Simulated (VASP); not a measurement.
Wanted: the native input for a VASP 6.6.1 run.

```yaml
Task: single point
Functional: PBE
Potentials_or_basis: VASP PAW PBE potentials, release 64 (Zr_sv)
Cutoff: 520 eV
k_mesh: 4 × 4 × 6
Occupations: gaussian, width 0.1 eV
Spin: no spin polarisation
Dipole_correction: no
Further_INCAR_settings: ALGO = Fast; EDIFF = 1e-07; NBANDS = 32
```

The structure of Zr lies in POSCAR:

```
Zr
1.0
    4.4539178684      0.0000000000      0.0000000000
    0.0000000000      7.3838061440      0.0000000000
    0.0000000000      0.0000000000      3.3209777157
Zr
4
Direct
    0.0205000000      0.2500000000      0.6348000000
    0.9795000000      0.7500000000      0.3652000000
    0.4795000000      0.7500000000      0.1348000000
    0.5205000000      0.2500000000      0.8652000000
```

These files were run (other wordings do the same):

INCAR

```
SYSTEM = Zr
PREC = Accurate
ENCUT = 520
EDIFF = 1E-7
ISMEAR = 0
SIGMA = 0.1
LREAL = .FALSE.
LASPH = .TRUE.
NELM = 80
ALGO = Fast
ISIF = 2
LWAVE = .FALSE.
LCHARG = .FALSE.
GGA = PE
NBANDS = 32
```

KPOINTS

```
Automatic mesh
0
G
  4 4 6
  0 0 0
```

Potentials or basis: VASP PAW PBE potentials, release 64 (Zr_sv).

The run is started by

```sh
$ cat potpaw_PBE.64/Zr_sv/POTCAR > POTCAR
$ mpirun -np 1 vasp_std > vasp.out
```

It gave:

```yaml
Pressure: 5.2 GPa
Largest_force: 2.411 eV/Å
Band_gap_on_the_k_mesh: zero (bands 24 and 25 overlap by 1.01 eV)
```

Caveat: the stress differs along the axes, from -14 to 36 GPa; forces of over 1 eV/Å act on the atoms, so gaps and moduli don't describe the material at rest.

Run time: 4 min on 1 thread of Intel(R) Xeon(R) Platinum 8488C (Sapphire Rapids), on a shared host, peak memory 0.27 GiB.
